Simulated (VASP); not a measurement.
Here is a VASP 6.6.1 calculation.

The input INCAR:

```
SYSTEM = TiS2
  PREC = Accurate
  ENCUT = 500
  EDIFF = 1E-7
  ISMEAR = 0
  SIGMA = 0.1
  LREAL = .FALSE.
  LASPH = .TRUE.
  NELM = 120
  ALGO = Normal
  ISIF = 3
  LWAVE = .FALSE.
  LCHARG = .FALSE.
  GGA = PE
  IVDW = 12
  IBRION = 2
  NSW = 100
  EDIFFG = -0.005
  GGA_COMPAT = .FALSE.
  NELMIN = 4
```

KPOINTS

```
Automatic mesh
0
G
  15 15 8
  0 0 0
```

The input POSCAR:

```
TiS2
1.0
    3.4120000000      0.0000000000      0.0000000000
   -1.7060000000      2.9548786777      0.0000000000
    0.0000000000      0.0000000000      5.6950000000
Ti S
1 2
Direct
    0.0000000000      0.0000000000      0.0000000000
    0.3333333333      0.6666666667      0.2500000000
    0.6666666667      0.3333333333      0.7500000000
```

Potentials or basis: VASP PAW PBE potentials, release 64 (Ti_sv, S).

Launch:

```sh
$ cat potpaw_PBE.64/Ti_sv/POTCAR potpaw_PBE.64/S/POTCAR > POTCAR
$ mpirun -np 1 vasp_std > vasp.out
```

Task: What does it give for the relaxed cell?

Result: a = 3.359 Å, b = 3.359 Å, c = 5.518 Å, α = 90.00°, β = 90.00°, γ = 120.00°.

Task: Predict the relaxed volume.

Result: 17.97 Å³/atom.

The path:
```tsv
step	energy change (eV)	largest force (eV/Å)	pressure (GPa)	volume (Å³)
1	0.0000	0.1245	-2.98	57.42
2	-0.0032	0.5389	2.72	54.51
3	-0.0156	0.2154	-0.10	55.85
4	-0.0193	0.1403	-0.12	55.54
5	-0.0210	0.0378	-0.11	55.11
6	-0.0228	0.0360	-0.04	54.85
7	-0.0261	0.0280	0.20	54.06
8	-0.0264	0.0216	0.33	53.71
9	-0.0247	0.1378	-0.98	54.16
10	-0.0265	0.0145	0.04	53.81
11	-0.0265	0.0024	0.03	53.86
12	-0.0265	0.0008	0.03	53.87
13	-0.0265	0.0113	-0.08	53.94
14	-0.0266	0.0055	-0.02	53.90
15	-0.0266	0.0034	-0.01	53.91
```

Caveat: pairwise dispersion overbinds metals, which lowers pressure and volume.
